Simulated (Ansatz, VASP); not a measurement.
Two plane-wave programs on B4Pd

```
CELL_PARAMETERS angstrom
2.92340 0.00000 0.00000
-1.46170 2.53174 0.00000
0.00000 0.00000 6.19625
ATOMIC_POSITIONS crystal
B 0.33333 0.66667 0.24372
B 0.33333 0.66667 0.75628
B 0.66667 0.33333 0.50000
B 0.33333 0.66667 0.50000
Pd 0.00000 0.00000 0.00000
```

Alike in both runs: functional PBE; k mesh 12 × 12 × 6; occupations gaussian, width 0.1 eV; no spin polarisation.

Ansatz relaxed the structure, and its values are those at the end. VASP's run is a single point on that final structure, the one shown.

|  | VASP | Ansatz |
| --- | --- | --- |
| version | VASP 6.6.1 | Ansatz 0.2.0 |
| potentials or method | VASP PAW PBE potentials, release 64 (B, Pd), cutoff 520 eV | scalar-relativistic, plane waves, PAW |
| valence electrons in the cell | 22 | 30 |

|  | VASP | Ansatz | Ansatz less VASP |
| --- | --- | --- | --- |
| gap on the k mesh at the Fermi level (eV) | none | none | - |
| pressure (GPa) | 0.0 | 0.0 | +0.03 |

A gap of «none» marks a metal or a gap that the smearing closes. VASP's potentials hold 22 valence electrons a cell and Ansatz's 30, so a difference there can come from the potentials and not from the codes.
